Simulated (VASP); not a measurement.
# Ta2N (P-3m1) in VASP: notebook

Ta2N is run at these levels: PBE; tasks: single point.

Program: VASP 6.6.1. These are calculated values, not measurements. Logs are shortened: lines on timing, memory, paths and dates and some standing lists are left out, and cuts for length are marked.

## 1. The cell of the first run

Symmetry: P-3m1, No. 164, trigonal system. The conventional cell has a = 3.031 Å, b = 3.031 Å, c = 5.034 Å, α = 90.00°, β = 90.00°, γ = 120.00°. Within 2.6 Å of Ta (site symmetry 3m) lie 3 N at 2.00 Å. N (site symmetry -3m) has 6 Ta at 2.00 Å within 2.6 Å.

## 2. Single point, PBE (strained)

Input file INCAR:

```
ALGO = Normal
EDIFF = 1E-6
ENCUT = 520
GGA = PE
ISIF = 2
ISMEAR = 0
LASPH = T
LCHARG = F
LREAL = F
LWAVE = F
NBANDS = 20
NELM = 100
PREC = Accurate
SIGMA = 0.1
```

Input file KPOINTS:

```
k-points
0
Gamma
  15 15 10
```

Input file POSCAR:

```
Ta2N
1.0
    3.0312734059      0.0000000000      0.0000000000
   -1.5156367029      2.6251597753      0.0000000000
    0.0000000000      0.0000000000      5.0343929274
Ta N
2 1
Direct
    0.6666666667      0.3333333333      0.8081629661
    0.3333333333      0.6666666667      0.1918370339
    0.0000000000      0.0000000000      0.0000000000
```

Potentials or basis: VASP PAW PBE potentials, release 64 (Ta_pv, N).

Launch:

```bash
$ cat potpaw_PBE.64/Ta_pv/POTCAR potpaw_PBE.64/N/POTCAR > POTCAR
$ mpirun -np 1 vasp_std > vasp.out
```

OUTCAR:

```text
EDIFF = 1E-6
   ENCUT = 520
   GGA = PE
   ISIF = 2
   ISMEAR = 0
   LASPH = T
   LREAL = F
   NELM = 100
   PREC = Accurate

 ion  position               nearest neighbor table
   1  0.667  0.333  0.808-   3 2.00   3 2.00   3 2.00   2 2.61   2 2.61   2 2.61   2 3.56   2 3.56
                             2 3.56
   2  0.333  0.667  0.192-   3 2.00   3 2.00   3 2.00   1 2.61   1 2.61   1 2.61   1 3.56   1 3.56
                             1 3.56
   3  0.000  0.000  0.000-   1 2.00   2 2.00   2 2.00   1 2.00   1 2.00   2 2.00

  LATTYP: Found a hexagonal cell.
 ALAT       =     3.0312734059
 C/A-ratio  =     1.6608178324

  Lattice vectors:

 A1 = (   3.0312734059,   0.0000000000,   0.0000000000)
 A2 = (  -1.5156367029,   2.6251597753,   0.0000000000)
 A3 = (   0.0000000000,   0.0000000000,   5.0343929274)

Analysis of symmetry for initial positions (statically):
=====================================================================
 Subroutine PRICEL returns:
 Original cell was already a primitive cell.

 Routine SETGRP: Setting up the symmetry group for a
 hexagonal supercell.

 Subroutine GETGRP returns: Found 12 space group operations
 (whereof 12 operations were pure point group operations)
 out of a pool of 24 trial point group operations.

The static configuration has the point symmetry D_3d.

Analysis of symmetry for dynamics (positions and initial velocities):
=====================================================================
 Subroutine PRICEL returns:
 Original cell was already a primitive cell.

 Routine SETGRP: Setting up the symmetry group for a
 hexagonal supercell.

 Subroutine GETGRP returns: Found 12 space group operations
 (whereof 12 operations were pure point group operations)
 out of a pool of 24 trial point group operations.

The dynamic configuration has the point symmetry D_3d.

 Subroutine INISYM returns: Found 12 space group operations
 (whereof 12 operations are pure point group operations),
 and found     1 'primitive' translations

----------------------------------------------------------------------------------------

                                     Primitive cell

  volume of cell :      40.0616

  direct lattice vectors                    reciprocal lattice vectors
     3.031273406  0.000000000  0.000000000     0.329894360  0.190464598  0.000000000
    -1.515636703  2.625159775  0.000000000     0.000000000  0.380929195  0.000000000
     0.000000000  0.000000000  5.034392927     0.000000000  0.000000000  0.198633681

  length of vectors
     3.031273406  3.031273406  5.034392927     0.380929195  0.380929195  0.198633681

  position of ions in fractional coordinates (direct lattice)
     0.666666667  0.333333333  0.808162966
     0.333333333  0.666666667  0.191837034
     0.000000000  0.000000000  0.000000000

  ion indices of the primitive-cell ions
   primitive index   ion index
                 1           1
                 2           2
                 3           3

----------------------------------------------------------------------------------------

 KPOINTS: k-points

Automatic generation of k-mesh.
 Grid dimensions read from file:
 generate k-points for:   15   15   10

 Generating k-lattice:

  Cartesian coordinates                     Fractional coordinates (reciprocal lattice)
     0.021992957  0.012697640  0.000000000     0.066666667 -0.000000000  0.000000000
     0.000000000  0.025395280  0.000000000     0.000000000  0.066666667  0.000000000
     0.000000000  0.000000000  0.019863368     0.000000000  0.000000000  0.100000000

  Length of vectors
     0.025395280  0.025395280  0.019863368

  Shift w.r.t. Gamma in fractional coordinates (k-lattice)
     0.000000000  0.000000000  0.000000000

 Subroutine IBZKPT returns following result:
 ===========================================

 Found    238 irreducible k-points:

 Following reciprocal coordinates:
            Coordinates               Weight
  0.000000  0.000000  0.000000      1.000000
  0.066667  0.000000  0.000000      6.000000
  0.133333  0.000000  0.000000      6.000000
  0.200000  0.000000  0.000000      6.000000
  0.266667  0.000000  0.000000      6.000000
  0.333333  0.000000  0.000000      6.000000
[... 16 lines left out ...]
  0.333333  0.200000  0.000000     12.000000
  0.400000  0.200000  0.000000      6.000000
 [... further k-points ...]
   k-points           NKPTS =    238   k-points in BZ     NKDIM =    238   number of bands    NBANDS=     20
   number of dos      NEDOS =    301   number of ions     NIONS =      3
   total plane-waves  NPLWV =  23040
   dimension x,y,z NGX =    24 NGY =   24 NGZ =   40
   dimension x,y,z NGXF=    48 NGYF=   48 NGZF=   80
   ions per type =               2   1
   NGX,Y,Z   is equivalent  to a cutoff of  13.16, 13.16, 13.21 a.u.
   NGXF,Y,Z  is equivalent  to a cutoff of  26.32, 26.32, 26.42 a.u.
 SYSTEM =  unknown system
   PREC   = accura    normal or accurate (medium, high low for compatibility)
   ISTART =      0    job   : 0-new  1-cont  2-samecut
   ICHARG =      2    charge: 1-file 2-atom 10-const
   ISPIN  =      1    spin polarized calculation?
   LNONCOLLINEAR =      F non collinear calculations
   LSORBIT =      F    spin-orbit coupling
   LASPH  =      T    aspherical Exc in radial PAW
   ENCUT  =  520.0 eV  38.22 Ry    6.18 a.u.   5.64  5.64  9.36*2*pi/ulx,y,z
   NELM   =    100;   NELMIN=  2; NELMDL= -5     # of ELM steps
   EDIFF  = 0.1E-05   stopping-criterion for ELM
   LREAL  =      F    real-space projection
   EDIFFG = 0.1E-04   stopping-criterion for IOM
   NSW    =      0    number of steps for IOM
   IBRION =     -1    ionic relax: 0-MD 1-quasi-New 2-CG
   NFREE  =      0    steps in history (QN), initial steepest desc. (CG)
   ISIF   =      2    stress and relaxation
   ISYM   =      2    0-nonsym 1-usesym 2-fastsym
   POTIM  = 0.5000    time-step for ionic-motion
   TEBEG  =    0.0;   TEEND  =   0.0 temperature during run
   PSTRESS=    0.0 pullay stress
   NELECT =      27.0000    total number of electrons
   NUPDOWN=      -1.0000    fix difference up-down
   EMIN   =  10.00;   EMAX   =-10.00  energy-range for DOS
   EFERMI =   0.00;   METHOD = LEGACY
   ISMEAR =     0;   SIGMA  =   0.10  broadening in eV -4-tet -1-fermi 0-gaus
   EFERMI_NEDOS =   21; number of points for ismear=-14 and -15
   IALGO  =     38    algorithm
   IMIX   =      4    mixing-type and parameters
     AMIX     =   0.40;   BMIX     =  1.00
     AMIX_MAG =   1.60;   BMIX_MAG =  1.00
  volume/ion in A,a.u.               =      13.35        90.12
  Fermi-wavevector in a.u.,A,eV,Ry     =   1.435336  2.712391 28.030560  2.060188
  Thomas-Fermi vector in A             =   2.554645
   LORBIT       =      0    0 simple, 1 ext, 2 COOP (PROOUT), +10 PAW based schemes
   GGA     = PE    functional components
   LHFCALC =     F    Hartree Fock is set to
   AEXX    =    0.0000 exact exchange contribution
   IVDW    =     0    specifies the selected vdW correction
   LEPSILON=     F    determine dielectric tensor
   LRPA    =     F    only Hartree local field effects (RPA)
 non-spin polarized calculation
 Gauss-broadening in eV      SIGMA  =   0.10
  energy-cutoff  :      520.00
  volume of cell :       40.06
 maximum number of plane-waves:      1105
 NGX is ok and might be reduce to    24
   NGX = 11   NGY = 11   NGZ = 19

 number of electron      27.0000003 magnetization

 Free energy of the ion-electron system (eV)
  ---------------------------------------------------
  ext. energy  EPLUGINS =         0.00000000
  ---------------------------------------------------
  free energy    TOTEN  =       -31.32560261 eV

  energy without entropy =      -31.31982900  energy(sigma->0) =      -31.32271580

 E-fermi :   7.2639     XC(G=0): -12.6890

 val. band max:        7.2629416626   @ k =   0.0667   0.0667   0.4000
 cond. band min:       7.2830326945   @ k =   0.2667   0.2667   0.3000
 fundamental gap:      0.0200910320
 Fermi energy:         7.2639300561

 k-point     1 :       0.0000    0.0000    0.0000
  band No.  band energies     occupation
      1     -28.6707      2.00000
      2     -27.4975      2.00000
      3     -27.4975      2.00000
      4     -27.1468      2.00000
      5     -27.1468      2.00000
      6     -26.9230      2.00000
[... 12 lines left out ...]
     19      10.9780      0.00000
     20      12.0940      0.00000

 k-point     2 :       0.0667    0.0000    0.0000
  band No.  band energies     occupation
      1     -28.6644      2.00000
      2     -27.5585      2.00000
      3     -27.5196      2.00000
      4     -27.1709      2.00000
      5     -27.1423      2.00000
      6     -26.9148      2.00000
[... 12 lines left out ...]
     19      11.1973      0.00000
     20      12.7241      0.00000

 k-point     3 :       0.1333    0.0000    0.0000
  band No.  band energies     occupation
      1     -28.6494      2.00000
      2     -27.7156      2.00000
      3     -27.5774      2.00000
      4     -27.2362      2.00000
      5     -27.1340      2.00000
      6     -26.9040      2.00000
[... 12 lines left out ...]
     19      11.7007      0.00000
     20      13.3058      0.00000

 k-point     4 :       0.2000    0.0000    0.0000
  band No.  band energies     occupation
      1     -28.6363      2.00000
      2     -27.9223      2.00000
      3     -27.6544      2.00000
      4     -27.3178      2.00000
      5     -27.1294      2.00000
      6     -26.9101      2.00000
[... 12 lines left out ...]
     19      12.2359      0.00000
     20      13.4629      0.00000

 k-point     5 :       0.2667    0.0000    0.0000
  band No.  band energies     occupation
      1     -28.6409      2.00000
      2     -28.1344      2.00000
      3     -27.7351      2.00000
      4     -27.3834      2.00000
      5     -27.1313      2.00000
      6     -26.9400      2.00000
[... 12 lines left out ...]
     19      12.6058      0.00000
     20      13.6778      0.00000
[... 353 lines left out ...]
      6     -26.9739      2.00000
[... 12 lines left out ...]
     19      13.0013      0.00000
     20      13.7817      0.00000

 k-point    22 :       0.2667    0.2000    0.0000
  band No.  band energies     occupation
      1     -28.6607      2.00000
      2     -28.3210      2.00000
      3     -28.1087      2.00000
      4     -27.3567      2.00000
      5     -27.2445      2.00000
      6     -27.0128      2.00000
[... 12 lines left out ...]
     19      12.8808      0.00000
     20      13.6252      0.00000

 k-point    23 :       0.3333    0.2000    0.0000
  band No.  band energies     occupation
      1     -28.6692      2.00000
      2     -28.3931      2.00000
      3     -28.1526      2.00000
      4     -27.4121      2.00000
      5     -27.2029      2.00000
      6     -27.0573      2.00000
[... 12 lines left out ...]
     19      13.1066      0.00000
     20      13.7147      0.00000

 k-point    24 :       0.4000    0.2000    0.0000
  band No.  band energies     occupation
      1     -28.6723      2.00000
      2     -28.4191      2.00000
      3     -28.1667      2.00000
      4     -27.4323      2.00000
      5     -27.1765      2.00000
      6     -27.0847      2.00000
[... 12 lines left out ...]
     19      13.3095      0.00000
     20      14.0220      0.00000

 [... further k-points ...]
[... 5 lines left out ...]
  --------------------------------------------------------------------------------------
  -------------------------------------------------------------------------------------
  Total       17.4655565     17.4655565     10.1187702      0.0000000     -0.0000000     -0.0000000
  in kB      698.4978141    698.4978140    404.6787079      0.0000000     -0.0000000     -0.0000000
  external PRESSURE =     600.5581120 kB  Pullay stress =       0.0000000 kB

 VOLUME and BASIS-vectors are now :
 -----------------------------------------------------------------------------
  energy-cutoff  :      520.00
  volume of cell :       40.06
      direct lattice vectors                 reciprocal lattice vectors
     3.031273406  0.000000000  0.000000000     0.329894360  0.190464598  0.000000000
    -1.515636703  2.625159775  0.000000000     0.000000000  0.380929195  0.000000000
     0.000000000  0.000000000  5.034392927     0.000000000  0.000000000  0.198633681

 POSITION                                       TOTAL-FORCE (eV/Angst)
 -----------------------------------------------------------------------------------
      1.51564      0.87505      4.06861        -0.000000      0.000000     -9.536879
     -0.00000      1.75011      0.96578         0.000000     -0.000000      9.536879
      0.00000      0.00000      0.00000         0.000000      0.000000      0.000000
 -----------------------------------------------------------------------------------
    total drift:                                0.000000     -0.000000      0.000000

  FREE ENERGIE OF THE ION-ELECTRON SYSTEM (eV)
  ---------------------------------------------------
  free  energy   TOTEN  =       -31.3256026067 eV

  energy  without entropy=      -31.3198289980  energy(sigma->0) =      -31.32271580
```

It took 64 s on 1 thread of Intel Xeon 6975P-C (Granite Rapids), shared host; peak memory 0.28 GiB.

What came out:

```yaml
Free_energy: -31.3256 eV
Pressure: 60.1 GPa
Largest_force: 9.537 eV/Å
```

Forces on the atoms (eV/Å):
```
Ta   0.000  0.000 -9.537
Ta   0.000  0.000  9.537
N    0.000  0.000  0.000
```

Levels at points of the mesh, in eV from the Fermi level:
```
           k point  band 12  band 13  band 14  band 15  band 16  band 17
(0.00, 0.00, 0.00)    -1.74    -1.74     0.88     1.50     1.65     1.65
(0.00, 0.00, 0.50)    -1.88    -1.88    -0.36     1.42     1.85     2.17
```

Caveat: the cell differs from its parent crystal (strained); spin-orbit coupling is left out, which moves the levels of the heavy elements; forces of over 1 eV/Å act on the atoms, so gaps and moduli don't describe the material at rest.

## 3. Single point, PBE

This run uses another cell than the first one, of 13.62 Å³/atom, 1.020 times its volume.

Input file INCAR:

```
SYSTEM = Ta2N
PREC = Accurate ; ENCUT = 520
EDIFF = 1E-7 ; ISMEAR = 0
SIGMA = 0.1 ; LREAL = .False.
LASPH = .True. ; NELM = 100
ALGO = Normal ; ISIF = 2
LWAVE = .False. ; LCHARG = .False.
GGA = PE ; NBANDS = 20
```

Input file KPOINTS:

```
Automatic mesh
0
Gamma
  15 15 10
  0 0 0
```

Input file POSCAR:

```
Ta2N
1.0
    3.1128615060      0.0000000000      0.0000000000
   -1.5564307530      2.6958171426      0.0000000000
    0.0000000000      0.0000000000      4.8698410000
Ta N
2 1
Direct
    0.6666666700      0.3333333300      0.7452890000
    0.3333333300      0.6666666700      0.2547110000
    0.0000000000      0.0000000000      0.0000000000
```

Potentials or basis: VASP PAW PBE potentials, release 64 (Ta_pv, N).

Launch:

```bash
$ cat potpaw_PBE.64/Ta_pv/POTCAR potpaw_PBE.64/N/POTCAR > POTCAR
$ mpirun -np 1 vasp_std > vasp.out
```

Run time: 64 s. Hardware: 1 thread of Intel Xeon 6975P-C (Granite Rapids), shared host; peak memory 0.28 GiB.

The run converged. Its results:

- Free energy: -34.3858 eV
- Pressure: -0.9 GPa
- Largest force: 0.017 eV/Å

Forces in eV/Å, atoms in the order of the input:
```
Ta   0.000  0.000  0.017
Ta   0.000  0.000 -0.017
N    0.000  0.000  0.000
```

Stress tensor (GPa, compression positive):
```
-1.24  0.00  0.00
 0.00 -1.24  0.00
 0.00  0.00 -0.26
```

Levels at points of the mesh, in eV from the Fermi level:
```tsv
k point	band 10	band 11	band 12	band 13	band 14	band 15	band 16	band 17
(0.00, 0.00, 0.00)	-6.03	-4.96	-0.64	-0.22	-0.22	0.28	0.28	0.28
(0.00, 0.00, 0.50)	-6.20	-2.85	-2.64	-1.11	-1.11	1.78	1.91	2.29
```

Caveat: spin-orbit coupling is left out, which moves the levels of the heavy elements.

## 4. Single point, PBE (strained)

Input file INCAR:

```
ALGO = Normal ; EDIFF = 1E-7
ENCUT = 520 ; GGA = PE
ISIF = 2 ; ISMEAR = 0
LASPH = True ; LCHARG = True
LELF = True ; LREAL = False
LVHAR = True ; LWAVE = False
NBANDS = 20 ; NELM = 80
PREC = Accurate ; SIGMA = 0.1
```

Input file KPOINTS:

```
k-points
0
Gamma
  15 15 10
```

Input file POSCAR:

```
Ta2N
1.0
    3.2197882987      0.0000000000      0.0000000000
   -1.6098941493      2.7884184615      0.0000000000
    0.0000000000      0.0000000000      4.7449295784
Ta N
2 1
Direct
    0.6666666667      0.3333333333      0.7075646204
    0.3333333333      0.6666666667      0.2924353796
    0.0000000000      0.0000000000      0.0000000000
```

Launch:

```bash
$ cat potpaw_PBE.64/Ta_pv/POTCAR potpaw_PBE.64/N/POTCAR > POTCAR
$ mpirun -np 1 vasp_std > vasp.out
```

It took 62 s on 1 thread of Intel Xeon 6975P-C (Granite Rapids), shared host; peak memory 0.29 GiB.

It converged, with:

```yaml
Free_energy: -33.3282 eV
Pressure: -5.7 GPa
Largest_force: 4.590 eV/Å
```

Forces on the atoms (eV/Å):
```
Ta   0.000  0.000  4.590
Ta   0.000  0.000 -4.590
N    0.000  0.000  0.000
```

Stress tensor (GPa, compression positive):
```
-13.54   0.00   0.00
  0.00 -13.54   0.00
  0.00   0.00   9.83
```

Levels at points of the mesh, in eV from the Fermi level:
```
           k point  band 11  band 12  band 13  band 14  band 15  band 16
(0.00, 0.00, 0.00)    -4.47    -1.01    -1.01    -0.62     0.02     0.02
(0.00, 0.00, 0.50)    -3.51    -1.35    -1.35    -1.16     1.86     1.86
```

Caveat: the cell differs from its parent crystal (strained); spin-orbit coupling is left out, which moves the levels of the heavy elements; forces of over 1 eV/Å act on the atoms, so gaps and moduli don't describe the material at rest.

[end of part 1 of 2]
